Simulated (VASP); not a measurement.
# La2O3 (kscan) (P-3m1) in VASP: notebook, part 2 of 2

VASP 6.6.1. Earlier steps stand in the parts before.

## 3. Single point, r2SCAN

This run uses another cell than the first one, of 16.43 Å³/atom, 1.005 times its volume.

File POSCAR:

```
La2O3
1.0
    3.9351983209      0.0000000000      0.0000000000
   -1.9675991605      3.4079817149      0.0000000000
    0.0000000000      0.0000000000      6.1257675527
La O
2 3
Direct
    0.6666666667      0.3333333333      0.7538755277
    0.3333333333      0.6666666667      0.2461244723
    0.6666666667      0.3333333333      0.3538803944
    0.3333333333      0.6666666667      0.6461196056
    0.0000000000      0.0000000000      0.0000000000
```

File INCAR.step1:

```
SYSTEM = La2O3
PREC = Accurate
ENCUT = 520
ISMEAR = 0
SIGMA = 0.02
LREAL = .False.
LASPH = .True.
NELM = 80
NBANDS = 28
GGA = PE
ALGO = Normal
EDIFF = 1E-4
LWAVE = .True.
LCHARG = .False.
```

File INCAR.step2:

```
SYSTEM = La2O3
PREC = Accurate
ENCUT = 520
EDIFF = 1E-6
ISMEAR = 0
SIGMA = 0.02
LREAL = .False.
LASPH = .True.
NELM = 80
ALGO = Normal
ISIF = 2
LWAVE = .False.
LCHARG = .False.
METAGGA = R2SCAN
LMIXTAU = .True.
NBANDS = 28
ISTART = 1
```

File KPOINTS:

```
Automatic mesh
0
Gamma
  9 9 4
  0 0 0
```

Potentials or basis: VASP PAW PBE potentials, release 64 (La, O).

Command:

```sh
$ cat potpaw_PBE.64/La/POTCAR potpaw_PBE.64/O/POTCAR > POTCAR
$ cp INCAR.step1 INCAR
$ mpirun -np 1 vasp_std > vasp.out
$ cp INCAR.step2 INCAR
$ mpirun -np 1 vasp_std > vasp.out
```

OUTCAR:

```text
SYSTEM = La2O3
   PREC = Accurate
   ENCUT = 520
   EDIFF = 1E-6
   ISMEAR = 0
   LREAL = .False.
   LASPH = .True.
   NELM = 80
   ISIF = 2
   METAGGA = R2SCAN
   ISTART = 1

 ion  position               nearest neighbor table
   1  0.667  0.333  0.754-   4 2.37   4 2.37   4 2.37   3 2.45   5 2.73   5 2.73   5 2.73
   2  0.333  0.667  0.246-   3 2.37   3 2.37   3 2.37   4 2.45   5 2.73   5 2.73   5 2.73
   3  0.667  0.333  0.354-   2 2.37   2 2.37   2 2.37   1 2.45
   4  0.333  0.667  0.646-   1 2.37   1 2.37   1 2.37   2 2.45
   5  0.000  0.000  0.000-   1 2.73   2 2.73   1 2.73   2 2.73   1 2.73   2 2.73

  LATTYP: Found a hexagonal cell.
 ALAT       =     3.9351983209
 C/A-ratio  =     1.5566604408

  Lattice vectors:

 A1 = (   3.9351983209,   0.0000000000,   0.0000000000)
 A2 = (  -1.9675991605,   3.4079817149,   0.0000000000)
 A3 = (   0.0000000000,   0.0000000000,   6.1257675527)

Analysis of symmetry for initial positions (statically):
=====================================================================
 Subroutine PRICEL returns:
 Original cell was already a primitive cell.

 Routine SETGRP: Setting up the symmetry group for a
 hexagonal supercell.

 Subroutine GETGRP returns: Found 12 space group operations
 (whereof 12 operations were pure point group operations)
 out of a pool of 24 trial point group operations.

The static configuration has the point symmetry D_3d.

Analysis of symmetry for dynamics (positions and initial velocities):
=====================================================================
 Subroutine PRICEL returns:
 Original cell was already a primitive cell.

 Routine SETGRP: Setting up the symmetry group for a
 hexagonal supercell.

 Subroutine GETGRP returns: Found 12 space group operations
 (whereof 12 operations were pure point group operations)
 out of a pool of 24 trial point group operations.

The dynamic configuration has the point symmetry D_3d.

 Subroutine INISYM returns: Found 12 space group operations
 (whereof 12 operations are pure point group operations),
 and found     1 'primitive' translations

----------------------------------------------------------------------------------------

                                     Primitive cell

  volume of cell :      82.1532

  direct lattice vectors                    reciprocal lattice vectors
     3.935198321  0.000000000  0.000000000     0.254116799  0.146714402  0.000000000
    -1.967599161  3.407981715  0.000000000     0.000000000  0.293428804  0.000000000
     0.000000000  0.000000000  6.125767553     0.000000000  0.000000000  0.163244849

  length of vectors
     3.935198321  3.935198321  6.125767553     0.293428804  0.293428804  0.163244849

  position of ions in fractional coordinates (direct lattice)
     0.666666667  0.333333333  0.753875528
     0.333333333  0.666666667  0.246124472
     0.666666667  0.333333333  0.353880394
     0.333333333  0.666666667  0.646119606
     0.000000000  0.000000000  0.000000000

  ion indices of the primitive-cell ions
   primitive index   ion index
                 1           1
                 2           2
[... 27 lines left out ...]

 Found     43 irreducible k-points:

 Following reciprocal coordinates:
            Coordinates               Weight
  0.000000  0.000000  0.000000      1.000000
  0.111111 -0.000000  0.000000      6.000000
  0.222222 -0.000000  0.000000      6.000000
  0.333333 -0.000000  0.000000      6.000000
  0.444444 -0.000000  0.000000      6.000000
  0.111111  0.111111  0.000000      6.000000
[... 16 lines left out ...]
  0.222222  0.111111  0.250000     12.000000
 -0.111111  0.333333  0.250000     12.000000
 [... further k-points ...]
   k-points           NKPTS =     43   k-points in BZ     NKDIM =     43   number of bands    NBANDS=     28
   number of dos      NEDOS =    301   number of ions     NIONS =      5
   total plane-waves  NPLWV =  43200
   dimension x,y,z NGX =    30 NGY =   30 NGZ =   48
   dimension x,y,z NGXF=    60 NGYF=   60 NGZF=   96
   ions per type =               2   3
   NGX,Y,Z   is equivalent  to a cutoff of  12.67, 12.67, 13.03 a.u.
   NGXF,Y,Z  is equivalent  to a cutoff of  25.35, 25.35, 26.05 a.u.
 SYSTEM =  La2O3
   PREC   = accura    normal or accurate (medium, high low for compatibility)
   ISTART =      1    job   : 0-new  1-cont  2-samecut
   ICHARG =      0    charge: 1-file 2-atom 10-const
   ISPIN  =      1    spin polarized calculation?
   LNONCOLLINEAR =      F non collinear calculations
   LSORBIT =      F    spin-orbit coupling
   LASPH  =      T    aspherical Exc in radial PAW
   ENCUT  =  520.0 eV  38.22 Ry    6.18 a.u.   7.32  7.32 11.39*2*pi/ulx,y,z
   NELM   =     80;   NELMIN=  2; NELMDL=  0     # of ELM steps
   EDIFF  = 0.1E-05   stopping-criterion for ELM
   LREAL  =      F    real-space projection
   EDIFFG = 0.1E-04   stopping-criterion for IOM
   NSW    =      0    number of steps for IOM
   IBRION =     -1    ionic relax: 0-MD 1-quasi-New 2-CG
   NFREE  =      0    steps in history (QN), initial steepest desc. (CG)
   ISIF   =      2    stress and relaxation
   ISYM   =      2    0-nonsym 1-usesym 2-fastsym
   POTIM  = 0.5000    time-step for ionic-motion
   TEBEG  =    0.0;   TEEND  =   0.0 temperature during run
   PSTRESS=    0.0 pullay stress
   NELECT =      40.0000    total number of electrons
   NUPDOWN=      -1.0000    fix difference up-down
   EMIN   =  10.00;   EMAX   =-10.00  energy-range for DOS
   EFERMI =   0.00;   METHOD = LEGACY
   ISMEAR =     0;   SIGMA  =   0.02  broadening in eV -4-tet -1-fermi 0-gaus
   EFERMI_NEDOS =   21; number of points for ismear=-14 and -15
   IALGO  =     38    algorithm
   IMIX   =      4    mixing-type and parameters
     AMIX     =   0.40;   BMIX     =  1.00
     AMIX_MAG =   1.60;   BMIX_MAG =  1.00
  volume/ion in A,a.u.               =      16.43       110.88
  Fermi-wavevector in a.u.,A,eV,Ry     =   1.287914  2.433804 22.568272  1.658721
  Thomas-Fermi vector in A             =   2.419899
   LORBIT       =      0    0 simple, 1 ext, 2 COOP (PROOUT), +10 PAW based schemes
   METAGGA = R2SCAN    functional components
   LHFCALC =     F    Hartree Fock is set to
   AEXX    =    0.0000 exact exchange contribution
   IVDW    =     0    specifies the selected vdW correction
   LEPSILON=     F    determine dielectric tensor
   LRPA    =     F    only Hartree local field effects (RPA)
 non-spin polarized calculation
 Gauss-broadening in eV      SIGMA  =   0.02
  energy-cutoff  :      520.00
  volume of cell :       82.15
 maximum number of plane-waves:      2249
 NGX is ok and might be reduce to    30
   NGX = 15   NGY = 15   NGZ = 23

 number of electron      39.9999991 magnetization

 Free energy of the ion-electron system (eV)
  ---------------------------------------------------
  ext. energy  EPLUGINS =         0.00000000
  ---------------------------------------------------
  free energy    TOTEN  =       -96.05763497 eV

  energy without entropy =      -96.05763497  energy(sigma->0) =      -96.05763497

 E-fermi :   5.8198     XC(G=0): -11.0785

 val. band max:        5.6657891719   @ k =   0.4444  -0.0000   0.5000
 cond. band min:       9.9195305363   @ k =   0.3333   0.3333   0.0000
 fundamental gap:      4.2537413645
 Fermi energy:         5.8197545275

 k-point     1 :       0.0000    0.0000    0.0000
  band No.  band energies     occupation
      1     -25.0649      2.00000
      2     -24.8145      2.00000
      3     -12.1248      2.00000
      4     -11.0032      2.00000
      5     -10.4974      2.00000
      6      -8.0610      2.00000
[... 733 lines left out ...]
     27      11.7086      0.00000
     28      11.8130      0.00000

 [... further k-points ...]

------------------------ aborting loop because EDIFF is reached ----------------------------------------

  FORCE on cell =-STRESS in cart. coord.  units (eV):
  Direction    XX          YY          ZZ          XY          YZ          ZX
  --------------------------------------------------------------------------------------
  -------------------------------------------------------------------------------------
  Total       -0.2405077     -0.2405077     -0.1805089      0.0000000      0.0000000      0.0000000
  in kB       -4.6904574     -4.6904574     -3.5203422      0.0000000      0.0000000      0.0000000
  external PRESSURE =      -4.3004190 kB  Pullay stress =       0.0000000 kB

 VOLUME and BASIS-vectors are now :
 -----------------------------------------------------------------------------
  energy-cutoff  :      520.00
  volume of cell :       82.15
      direct lattice vectors                 reciprocal lattice vectors
     3.935198321  0.000000000  0.000000000     0.254116799  0.146714402  0.000000000
    -1.967599161  3.407981715  0.000000000     0.000000000  0.293428804  0.000000000
     0.000000000  0.000000000  6.125767553     0.000000000  0.000000000  0.163244849

 POSITION                                       TOTAL-FORCE (eV/Angst)
 -----------------------------------------------------------------------------------
      1.96760      1.13599      4.61807        -0.000000      0.000000     -0.025329
     -0.00000      2.27199      1.50770         0.000000     -0.000000      0.025329
      1.96760      1.13599      2.16779        -0.000000      0.000000     -0.006290
     -0.00000      2.27199      3.95798         0.000000     -0.000000      0.006290
      0.00000      0.00000      0.00000         0.000000      0.000000     -0.000000
 -----------------------------------------------------------------------------------
    total drift:                               -0.000000      0.000000      0.000000

  FREE ENERGIE OF THE ION-ELECTRON SYSTEM (eV)
  ---------------------------------------------------
  free  energy   TOTEN  =       -96.0576349671 eV

  energy  without entropy=      -96.0576349671  energy(sigma->0) =      -96.05763497
```

It took 8.8 min on 1 thread of AMD EPYC 7R43 (Zen 3), shared host; peak memory 0.23 GiB.

Results:

```yaml
Free_energy: -96.0576 eV
Pressure: -0.4 GPa
Largest_force: 0.025 eV/Å
Band_gap_on_the_k_mesh: 4.25 eV, indirect (least direct gap 4.36 eV)
```

Forces on the atoms (eV/Å):
```
La   0.000  0.000 -0.025
La   0.000  0.000  0.025
O    0.000  0.000 -0.006
O    0.000  0.000  0.006
O    0.000  0.000  0.000
```

Stress tensor (GPa, compression positive):
```
-0.47  0.00  0.00
 0.00 -0.47  0.00
 0.00  0.00 -0.35
```

Levels at points of the mesh, in eV from the valence-band top:
```tsv
k point	band 17	band 18	band 19	band 20	band 21	band 22	band 23	band 24
(0.00, 0.00, 0.00)	-1.63	-0.37	-0.37	-0.10	4.80	5.13	5.13	5.75
(0.00, 0.00, 0.50)	-0.97	-0.75	-0.27	-0.27	5.24	5.28	5.28	5.53
```

Caveat: the PAW data sets were made with another functional, which shifts forces and pressure a little; spin-orbit coupling is left out, which moves the levels of the heavy elements. r2SCAN opens gaps a little over a GGA but as a rule still falls short of measured ones.
